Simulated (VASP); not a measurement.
Set up this calculation in VASP 6.6.1, as the native input.

```
Task                   : single point
Functional             : PBEsol
Potentials or basis    : VASP PAW PBE potentials, release 64 (Ta_pv, N)
Cutoff                 : 520 eV
k mesh                 : 10 × 10 × 10
Occupations            : fermi-dirac, width 0.15 eV
Spin                   : no spin polarisation
Dipole correction      : no
Further INCAR settings : ALGO = Normal; EDIFF = 1e-07; NBANDS = 44
```

The structure of Ta4N5 lies in POSCAR:

```
Ta4N5
1.0
   -3.4125865018      3.4125865018      2.1281065088
    3.4125865018     -3.4125865018      2.1281065088
    3.4125865018      3.4125865018     -2.1281065088
Ta N
4 5
Direct
    0.7845897451      0.6048378003      0.3894275454
    0.3951621997      0.7845897451      0.1797519448
    0.6048378003      0.2154102549      0.8202480552
    0.2154102549      0.3951621997      0.6105724546
    0.5000000000      0.5000000000      0.0000000000
    0.9080820590      0.3061156910      0.2141977500
    0.6938843090      0.9080820590      0.6019663680
    0.3061156910      0.0919179410      0.3980336320
    0.0919179410      0.6938843090      0.7858022500
```

These files were run (other wordings do the same):

INCAR

```
SYSTEM = Ta4N5
PREC = Accurate
ENCUT = 520
EDIFF = 1E-7
ISMEAR = -1
SIGMA = 0.15
LREAL = .False.
LASPH = .True.
NELM = 60
ALGO = Normal
ISIF = 2
LWAVE = .False.
LCHARG = .True.
GGA = PS
LELF = .True.
LVHAR = .True.
NBANDS = 44
```

KPOINTS

```
Automatic mesh
0
Gamma
  10 10 10
  0 0 0
```

Potentials or basis: VASP PAW PBE potentials, release 64 (Ta_pv, N).

The run is started by

```console
$ cat potpaw_PBE.64/Ta_pv/POTCAR potpaw_PBE.64/N/POTCAR > POTCAR
$ mpirun -np 1 vasp_std > vasp.out
```

Results of the run:

The pressure is 0.8 GPa. The largest force is 0.022 eV/Å.

Caveat: the PAW data sets were made with another functional, which shifts forces and pressure a little.

Run time: 19 min on 1 thread of AMD EPYC 7R13, on a shared host, peak memory 0.54 GiB.
